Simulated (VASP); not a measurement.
# MgS (Fm-3m) in VASP: G0W0 quasiparticle levels with PBE

Aim: the G0W0 quasiparticle levels of MgS with PBE.

Program: VASP 6.6.1. These are calculated values, not measurements. Logs are shortened: lines on timing, memory, paths and dates and some standing lists are left out, and cuts for length are marked.

**1. The cell of the first run**

Symmetry: Fm-3m, No. 225, cubic system. Conventional cell: a = 5.203 Å, b = 5.203 Å, c = 5.203 Å, α = 90.00°, β = 90.00°, γ = 90.00°. Within 3.4 Å of Mg (site symmetry m-3m) lie 6 S at 2.60 Å. S (site symmetry m-3m) has 6 Mg at 2.60 Å within 3.4 Å.

**2. G0W0 quasiparticle levels, PBE**

The input, POSCAR:

```
MgS
1.0
    0.0000000000      2.6015179362      2.6015179362
    2.6015179362      0.0000000000      2.6015179362
    2.6015179362      2.6015179362      0.0000000000
Mg S
1 1
Direct
    0.0000000000      0.0000000000      0.0000000000
    0.5000000000      0.5000000000      0.5000000000
```

The input, INCAR.step1:

```
ALGO     = Normal         # electronic algorithm
EDIFF    = 1E-8           # SCF threshold, eV
ENCUT    = 500            # plane-wave cutoff, eV
GGA      = PE             # functional
ISMEAR   = 0              # smearing method
LASPH    = True           # aspherical terms in the spheres
LCHARG   = False          # write CHGCAR
LREAL    = False          # projectors in reciprocal space
LWAVE    = True           # write WAVECAR
NELM     = 100            # most SCF steps
PREC     = Accurate       # precision mode
SIGMA    = 0.01           # smearing width, eV
```

The input, INCAR.step2:

```
ALGO     = Exact          # electronic algorithm
EDIFF    = 1E-8           # SCF threshold, eV
ENCUT    = 500            # plane-wave cutoff, eV
GGA      = PE             # functional
ISMEAR   = 0              # smearing method
ISTART   = 1            
LASPH    = True           # aspherical terms in the spheres
LCHARG   = False          # write CHGCAR
LOPTICS  = True           # frequency-dependent dielectric function
LREAL    = False          # projectors in reciprocal space
LWAVE    = True           # write WAVECAR
NBANDS   = 136            # bands
NELM     = 1              # most SCF steps
PREC     = Accurate       # precision mode
SIGMA    = 0.01           # smearing width, eV
```

The input, INCAR.step3:

```
ALGO     = EVGW0          # electronic algorithm
EDIFF    = 1E-8           # SCF threshold, eV
ENCUT    = 500            # plane-wave cutoff, eV
ENCUTGW  = 140.0          # cutoff of the response function
GGA      = PE             # functional
ISMEAR   = 0              # smearing method
ISTART   = 1            
LASPH    = True           # aspherical terms in the spheres
LCHARG   = False          # write CHGCAR
LREAL    = False          # projectors in reciprocal space
LWAVE    = False          # write WAVECAR
NBANDS   = 136            # bands
NBANDSGW = 12           
NELMGW   = 1            
NOMEGA   = 48             # frequency points
PREC     = Accurate       # precision mode
PRECFOCK = Fast         
SIGMA    = 0.01           # smearing width, eV
```

The input, KPOINTS:

```
k-points
0
Gamma
  4 4 4
```

Potentials or basis: VASP PAW PBE potentials, release 64 (Mg_GW, S_GW).

Launch:

```sh
$ cat potpaw_PBE.64/Mg_GW/POTCAR potpaw_PBE.64/S_GW/POTCAR > POTCAR
$ cp INCAR.step1 INCAR
$ mpirun -np 1 vasp_std > vasp.out
$ cp INCAR.step2 INCAR
$ mpirun -np 1 vasp_std > vasp.out
$ cp INCAR.step3 INCAR
$ mpirun -np 1 vasp_std > vasp.out
```

OUTCAR:

```text
EDIFF = 1E-8
   ENCUT = 500
   ENCUTGW = 140.0
   GGA = PE
   ISMEAR = 0
   ISTART = 1
   LASPH = True
   LREAL = False
   NELMGW = 1
   PREC = Accurate
   PRECFOCK = Fast

 ion  position               nearest neighbor table
   1  0.000  0.000  0.000-
   2  0.500  0.500  0.500-

  LATTYP: Found a face centered cubic cell.
 ALAT       =     5.2030358724

  Lattice vectors:

 A1 = (   0.0000000000,   2.6015179362,   2.6015179362)
 A2 = (   2.6015179362,   0.0000000000,   2.6015179362)
 A3 = (   2.6015179362,   2.6015179362,   0.0000000000)

Analysis of symmetry for initial positions (statically):
=====================================================================
 Subroutine PRICEL returns:
 Original cell was already a primitive cell.

 Routine SETGRP: Setting up the symmetry group for a
 face centered cubic supercell.

 Subroutine GETGRP returns: Found 48 space group operations
 (whereof 48 operations were pure point group operations)
 out of a pool of 48 trial point group operations.

The static configuration has the point symmetry O_h .

Analysis of symmetry for dynamics (positions and initial velocities):
=====================================================================
 Subroutine PRICEL returns:
 Original cell was already a primitive cell.

 Routine SETGRP: Setting up the symmetry group for a
 face centered cubic supercell.

 Subroutine GETGRP returns: Found 48 space group operations
 (whereof 48 operations were pure point group operations)
 out of a pool of 48 trial point group operations.

The dynamic configuration has the point symmetry O_h .

 Subroutine INISYM returns: Found 48 space group operations
 (whereof 48 operations are pure point group operations),
 and found     1 'primitive' translations

----------------------------------------------------------------------------------------

                                     Primitive cell

  volume of cell :      35.2136

  direct lattice vectors                    reciprocal lattice vectors
     0.000000000  2.601517936  2.601517936    -0.192195484  0.192195484  0.192195484
     2.601517936  0.000000000  2.601517936     0.192195484 -0.192195484  0.192195484
     2.601517936  2.601517936  0.000000000     0.192195484  0.192195484 -0.192195484

  length of vectors
     3.679101948  3.679101948  3.679101948     0.332892344  0.332892344  0.332892344

  position of ions in fractional coordinates (direct lattice)
     0.000000000  0.000000000  0.000000000
     0.500000000  0.500000000  0.500000000

  ion indices of the primitive-cell ions
   primitive index   ion index
                 1           1
                 2           2

----------------------------------------------------------------------------------------

 KPOINTS: k-points

Automatic generation of k-mesh.
 Grid dimensions read from file:
 generate k-points for:    4    4    4

 Generating k-lattice:

  Cartesian coordinates                     Fractional coordinates (reciprocal lattice)
    -0.048048871  0.048048871  0.048048871     0.250000000  0.000000000  0.000000000
     0.048048871 -0.048048871  0.048048871     0.000000000  0.250000000  0.000000000
     0.048048871  0.048048871 -0.048048871     0.000000000  0.000000000  0.250000000

  Length of vectors
     0.083223086  0.083223086  0.083223086

  Shift w.r.t. Gamma in fractional coordinates (k-lattice)
     0.000000000  0.000000000  0.000000000

 Subroutine IBZKPT returns following result:
 ===========================================

 Found      8 irreducible k-points:

 Following reciprocal coordinates:
            Coordinates               Weight
  0.000000  0.000000  0.000000      1.000000
  0.250000  0.000000  0.000000      8.000000
  0.500000  0.000000  0.000000      4.000000
  0.250000  0.250000  0.000000      6.000000
  0.500000  0.250000  0.000000     24.000000
 -0.250000  0.250000  0.000000     12.000000
  0.500000  0.500000  0.000000      3.000000
 -0.250000  0.500000  0.250000      6.000000
   k-points           NKPTS =      8   k-points in BZ     NKDIM =     64   number of bands    NBANDS=    136
   number of dos      NEDOS =    301   number of ions     NIONS =      2
   total plane-waves  NPLWV =  21952
   dimension x,y,z NGX =    28 NGY =   28 NGZ =   28
   dimension x,y,z NGXF=    56 NGYF=   56 NGZF=   56
   ions per type =               1   1
   NGX,Y,Z   is equivalent  to a cutoff of  12.65, 12.65, 12.65 a.u.
   NGXF,Y,Z  is equivalent  to a cutoff of  25.30, 25.30, 25.30 a.u.
 SYSTEM =  unknown system
   PREC   = accura    normal or accurate (medium, high low for compatibility)
   ISTART =      1    job   : 0-new  1-cont  2-samecut
   ICHARG =      0    charge: 1-file 2-atom 10-const
   ISPIN  =      1    spin polarized calculation?
   LNONCOLLINEAR =      F non collinear calculations
   LSORBIT =      F    spin-orbit coupling
   LASPH  =      T    aspherical Exc in radial PAW
   ENCUT  =  500.0 eV  36.75 Ry    6.06 a.u.   6.71  6.71  6.71*2*pi/ulx,y,z
   NELM   =     60;   NELMIN=  2; NELMDL=  0     # of ELM steps
   EDIFF  = 0.1E-07   stopping-criterion for ELM
   LREAL  =      F    real-space projection
   EDIFFG = 0.1E-06   stopping-criterion for IOM
   NSW    =      0    number of steps for IOM
   IBRION =     -1    ionic relax: 0-MD 1-quasi-New 2-CG
   NFREE  =      0    steps in history (QN), initial steepest desc. (CG)
   ISIF   =      0    stress and relaxation
   ISYM   =      3    0-nonsym 1-usesym 2-fastsym
   POTIM  = 0.5000    time-step for ionic-motion
   TEBEG  =    0.0;   TEEND  =   0.0 temperature during run
   PSTRESS=    0.0 pullay stress
   NELECT =       8.0000    total number of electrons
   NUPDOWN=      -1.0000    fix difference up-down
   EMIN   =  10.00;   EMAX   =-10.00  energy-range for DOS
   EFERMI =   0.00;   METHOD = LEGACY
   ISMEAR =     0;   SIGMA  =   0.01  broadening in eV -4-tet -1-fermi 0-gaus
   EFERMI_NEDOS =   21; number of points for ismear=-14 and -15
   IALGO  =     38    algorithm
   IMIX   =      4    mixing-type and parameters
     AMIX     =   0.40;   BMIX     =  1.00
     AMIX_MAG =   1.60;   BMIX_MAG =  1.00
  volume/ion in A,a.u.               =      17.61       118.82
  Fermi-wavevector in a.u.,A,eV,Ry     =   0.998929  1.887702 13.576701  0.997859
  Thomas-Fermi vector in A             =   2.131185
   LORBIT       =      0    0 simple, 1 ext, 2 COOP (PROOUT), +10 PAW based schemes
   GGA     = PE    functional components
   LHFCALC =     T    Hartree Fock is set to
   PRECFOCK=fast      Normal, Fast or Accurate (Low or Medium for compatibility)
   ENCUT4O =  -1.0   cutoff for four orbital integrals eV
   NKREDX  =     1    reduce k-point grid by
   NKREDY  =     1    reduce k-point grid by
   NKREDZ  =     1    reduce k-point grid by
   AEXX    =    1.0000 exact exchange contribution
   HFSCREEN=    0.0000 screening length (either q_TF or 0.3 A-1)
   HFSCREENC=   0.0000 screening length for correlation (either q_TF or 0.3 A-1)
   ENCUTFOCK=  -1.0 apply spherical cutoff to Coloumb kernel
   IVDW    =     0    specifies the selected vdW correction
   LEPSILON=     F    determine dielectric tensor
   LRPA    =     F    only Hartree local field effects (RPA)
   LRPAFORCE           =     F    calculate RPA forces
   ENCUTGW             = 140.0    cutoff for response function in eV
   ENCUTGWSOFT         = 112.0    soft cutoff for Coulomb kernel in GW response function in eV
   ENCUTLF             =  -1.0    cutoff for local field effects
   NELMGW              =     1    number of iterations in solving QP/BSE equation
   NELMHF              =     1    number of iterations in the inner HF iteration
   NKREDLFX            =     1    NKREDLFY  =   1   NKREDLFZ  =   1
 non-spin polarized calculation
 Gauss-broadening in eV      SIGMA  =   0.01
  energy-cutoff  :      500.00
  volume of cell :       35.21
 maximum number of plane-waves:       896
 NGX is ok and might be reduce to    28
  NGX = 16; NGY = 16; NGZ = 16
   NGX = 13   NGY = 13   NGZ = 13
 maximum number of plane-waves:       138

 QP shifts <psi_nk| G(iteration)W_0 |psi_nk>: iteration 1
 for sc-GW calculations column KS-energies equals QP-energies in previous step
 and V_xc(KS)=  KS-energies - (<T + V_ion + V_H > + <T+V_H+V_ion>^1  + <V_x>^1)

 k-point   1 :       0.0000    0.0000    0.0000
  band No.  KS-energies  QP-energies   sigma(KS)   V_xc(KS)     V^pw_x(r,r')   Z            occupation Imag(sigma)

      1      -8.9031      -9.7705     -13.8206     -12.5924     -20.8482       0.7063       2.0000       1.5314
      2       3.7694       2.8318     -14.5198     -13.2991     -16.2918       0.7680       2.0000       0.0801
      3       3.7694       2.8318     -14.5198     -13.2991     -16.2918       0.7680       2.0000       0.0801
      4       3.7694       2.8318     -14.5198     -13.2991     -16.2918       0.7680       2.0000       0.0801
      5       7.4664       8.0178      -9.3100     -10.0068      -5.3349       0.7912       0.0000      -0.0771
      6      11.6705      12.2275      -8.6450      -9.3531      -4.2292       0.7866       0.0000      -0.1061
      7      11.6705      12.2275      -8.6450      -9.3531      -4.2292       0.7866       0.0000      -0.1061
      8      11.6705      12.2275      -8.6450      -9.3531      -4.2292       0.7866       0.0000      -0.1061
      9      14.0200      14.7664      -9.4939     -10.4704      -4.5845       0.7643       0.0000      -0.1625
     10      14.0200      14.7664      -9.4939     -10.4704      -4.5845       0.7643       0.0000      -0.1625
     11      16.3030      16.2818      -7.2827      -7.2547      -1.8104       0.7580       0.0000      -0.3407
     12      16.9252      17.4016      -7.8087      -8.4478      -2.0448       0.7455       0.0000      -0.4251

 k-point   2 :       0.2500    0.0000    0.0000
  band No.  KS-energies  QP-energies   sigma(KS)   V_xc(KS)     V^pw_x(r,r')   Z            occupation Imag(sigma)

      1      -8.3419      -9.1331     -14.0149     -12.8958     -20.9524       0.7070       2.0000       1.4141
      2       0.9539      -0.0943     -13.0057     -11.6042     -15.4041       0.7480       2.0000       0.1101
      3       3.4471       2.4860     -14.3464     -13.0921     -16.1825       0.7663       2.0000       0.0808
      4       3.4471       2.4860     -14.3464     -13.0921     -16.1825       0.7663       2.0000       0.0808
      5       8.7104       9.1963      -8.9353      -9.5485      -4.8547       0.7924       0.0000      -0.0861
      6      11.5334      12.1556      -8.6919      -9.4896      -4.2198       0.7800       0.0000      -0.1144
      7      11.5334      12.1556      -8.6919      -9.4896      -4.2198       0.7800       0.0000      -0.1144
      8      12.0453      12.6603      -9.8840     -10.6878      -5.1847       0.7651       0.0000      -0.1284
      9      13.9815      14.5945      -9.0148      -9.8148      -4.0477       0.7662       0.0000      -0.1781
     10      13.9815      14.5945      -9.0148      -9.8148      -4.0477       0.7662       0.0000      -0.1781
     11      15.6260      15.9783      -7.5249      -7.9948      -1.9719       0.7496       0.0000      -0.3563
     12      20.8046      21.3970      -8.6682      -9.4380      -2.4691       0.7694       0.0000      -0.8139
[... 68 lines left out ...]
      1      -7.2195      -7.8934     -14.7125     -13.7472     -21.3925       0.6981       2.0000       1.1381
      2      -0.4355      -1.6047     -12.5150     -10.9096     -15.4506       0.7283       2.0000       0.1512
      3       2.0818       1.0109     -13.6379     -12.2239     -15.8266       0.7573       2.0000       0.0915
      4       2.0818       1.0109     -13.6379     -12.2239     -15.8266       0.7573       2.0000       0.0915
      5       6.5155       7.0865      -8.1842      -8.8971      -4.5846       0.8008       0.0000      -0.0730
      6       8.1377       8.4923      -8.1065      -8.5485      -4.2574       0.8022       0.0000      -0.0825
      7      15.7576      16.3086     -10.4899     -11.2493      -4.7010       0.7256       0.0000      -0.2986
      8      16.4221      17.2291     -10.1331     -11.2171      -4.5959       0.7444       0.0000      -0.2944
      9      17.0973      17.6290      -9.2415      -9.9580      -3.2698       0.7419       0.0000      -0.4652
     10      17.0973      17.6290      -9.2415      -9.9580      -3.2698       0.7419       0.0000      -0.4652
     11      19.3184      20.1049     -10.7568     -11.8050      -4.6067       0.7503       0.0000      -0.5021
     12      19.3184      20.1049     -10.7568     -11.8050      -4.6067       0.7503       0.0000      -0.5021

 k-point   8 :      -0.2500    0.5000    0.2500
  band No.  KS-energies  QP-energies   sigma(KS)   V_xc(KS)     V^pw_x(r,r')   Z            occupation Imag(sigma)

      1      -7.1745      -7.8347     -14.7466     -13.7976     -21.4358       0.6956       2.0000       1.1299
      2       0.5322      -0.6028     -12.7698     -11.2429     -15.3373       0.7433       2.0000       0.1196
      3       0.5322      -0.6028     -12.7698     -11.2429     -15.3373       0.7433       2.0000       0.1196
      4       1.4018       0.3905     -12.8066     -11.4684     -14.9863       0.7557       2.0000       0.0978
      5       8.9898       9.6383      -9.5516     -10.3801      -5.6087       0.7828       0.0000      -0.0843
      6      11.6928      12.2057      -9.3850     -10.0469      -4.8531       0.7750       0.0000      -0.1166
      7      11.6928      12.2057      -9.3850     -10.0469      -4.8531       0.7750       0.0000      -0.1166
      8      11.7890      12.4017      -8.5779      -9.3748      -3.8719       0.7689       0.0000      -0.1343
      9      18.0550      18.5649      -9.1526      -9.8361      -3.0984       0.7461       0.0000      -0.5321
     10      18.0550      18.5649      -9.1526      -9.8361      -3.0984       0.7461       0.0000      -0.5321
     11      19.3448      19.9872      -9.7867     -10.6351      -3.7099       0.7571       0.0000      -0.5938
     12      19.4521      20.2623     -10.9704     -12.0562      -4.7658       0.7461       0.0000      -0.5146
```

Run time: 2.6 min. Hardware: 1 thread of Intel Xeon 8259CL, shared host; peak memory 0.31 GiB.

Results:

* Quasiparticle gap: 4.25 eV
* Least direct quasiparticle gap: 5.19 eV
* Band gap of the starting levels on the mesh: 2.75 eV
* Least direct gap of the starting levels on the mesh: 3.70 eV

Caveat: the k points lie up to 0.52 Å⁻¹ apart; bands, screening cutoff and mesh are small and nothing is extrapolated, so the quasiparticle values aren't converged.
